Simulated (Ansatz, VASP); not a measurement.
## Two plane-wave programs on Sr3Ni

The input INCAR:

```
SYSTEM = Sr3Ni
PREC = Accurate ; ENCUT = 600
EDIFF = 1E-7 ; ISMEAR = 0
SIGMA = 0.1 ; LREAL = .False.
LASPH = .True. ; NELM = 60
ALGO = Normal ; ISIF = 3
LWAVE = .False. ; LCHARG = .False.
GGA = PE ; IBRION = 2
NSW = 90 ; EDIFFG = -0.04
```

KPOINTS

```
regular mesh
0
Gamma
  4 4 4
  0 0 0
```

POSCAR

```
Sr3Ni
1.0
    4.7184571293      0.0000000000      0.0000000000
    0.0000000000      4.7184571293      0.0000000000
    0.0000000000      0.0000000000      4.7184571293
Sr Ni
3 1
Direct
    0.0000000000      0.5000000000      0.5000000000
    0.5000000000      0.0000000000      0.5000000000
    0.5000000000      0.5000000000      0.0000000000
    0.0000000000      0.0000000000      0.0000000000
```

Input for Ansatz:

```yaml
crystal:
  lattice:
    - [4.7184571293, 0.0, 0.0]
    - [0.0, 4.7184571293, 0.0]
    - [0.0, 0.0, 4.7184571293]
  atoms:
    - { symbol: Sr, position: [0.0, 0.5, 0.5] }
    - { symbol: Sr, position: [0.5, 0.0, 0.5] }
    - { symbol: Sr, position: [0.5, 0.5, 0.0] }
    - { symbol: Ni, position: [0.0, 0.0, 0.0] }
basis:
  ecutwfc: 420
kpoints:
  mp_grid: { grid: [4, 4, 4] }
hamiltonian:
  xc: pbe
scf:
  occupations: { method: gaussian, width: 0.1 }
  lower_state_search: "off"
output:
  forces: true
  stress: true
  eigenvalues: true
relax:
  adjacent_minimum: "off"
  f_tol: 0.04
  max_steps: 70
  cell: { stress_tol: 0.4 }
```

Alike in both runs: task relaxation of cell and atoms; functional PBE; k mesh 4 × 4 × 4; occupations gaussian, width 0.1 eV; no spin polarisation.

|  | VASP | Ansatz |
| --- | --- | --- |
| version | VASP 6.6.1 | Ansatz 0.2.0 |
| potentials or method | VASP PAW PBE potentials, release 64 (Sr_sv, Ni), cutoff 600 eV | scalar-relativistic, plane waves, PAW |
| valence electrons in the cell | 40 | 48 |

```csv
,VASP,Ansatz,Ansatz less VASP
"gap on the k mesh at the Fermi level, each at its own relaxed structure (eV)",none,none,-
relaxed volume (Å³/atom),36.81,36.58,-0.239
relaxed cell length with the largest relative difference (Å),5.281,5.269,-0.0114
```

A gap of «none» marks a metal or a gap that the smearing closes. VASP's potentials hold 40 valence electrons a cell and Ansatz's 48, so a difference there can come from the potentials and not from the codes.

Noted on VASP's run: the volume moved by over 15 % at a fixed basis, so the end points are rough.
